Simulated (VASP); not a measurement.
System: Hf8O17 (a cell with a defect).

```
Hf O
1.0
     0.00000    5.06970    5.10173
     5.29432    0.00000    5.10173
     5.29432    5.06970    0.00000
Hf O
8 17
Cartesian
  0.1327 1.4636 1.4068
  5.4574 6.4259 6.4455
  7.8607 6.3568 3.8357
  7.7715 6.5458 8.9403
  2.7893 3.7806 1.3629
  2.7811 3.7405 6.3344
  5.0530 3.8144 3.9597
  10.4099 8.5974 9.0838
  2.0176 0.4433 1.8005
  7.2901 5.5739 6.9417
  5.9663 5.5991 4.2491
  5.9427 5.4255 9.6492
  3.8461 2.4217 2.5495
  9.1953 7.5015 7.6992
  3.9761 2.2259 5.1295
  3.9851 7.3079 5.1461
  6.6353 2.6991 5.1804
  6.6357 7.8045 5.1892
  1.2185 2.8274 2.6198
  6.5383 7.8963 7.7559
  4.6292 4.7339 1.9007
  4.6621 4.5492 6.2346
  8.5000 4.5364 4.5144
  3.1144 4.6375 4.2192
  5.0919 5.5277 8.4454
```

Base run:

```yaml
Program: VASP 6.6.1
Functional: r2SCAN
Potentials_or_basis: VASP PAW PBE potentials, release 64 (Hf_pv, O)
Cutoff: 580 eV
k_mesh: 1 × 1 × 1, shifted
Occupations: fermi-dirac, width 0.01 eV
Spin: no spin polarisation
```

Its results: band gap on the k mesh 3.84 eV; pressure -7.2 GPa; largest force 0.314 eV/Å.

Q: The run is repeated on the same cell with these changes: functional from r2SCAN to LDA; potentials or basis from VASP PAW PBE potentials, release 64 (Hf_pv, O) to VASP PAW LDA potentials, release 64 (Hf_pv, O); cutoff from 580 eV to 520 eV. What comes out?

A: Band gap on the k mesh 3.18 eV; pressure -14.3 GPa; largest force 0.379 eV/Å.

Caveats: spin-orbit coupling is left out, which moves the levels of the heavy elements; the PAW data sets were made with another functional, which shifts forces and pressure a little (at least some runs).

A k mesh can miss the band edges.
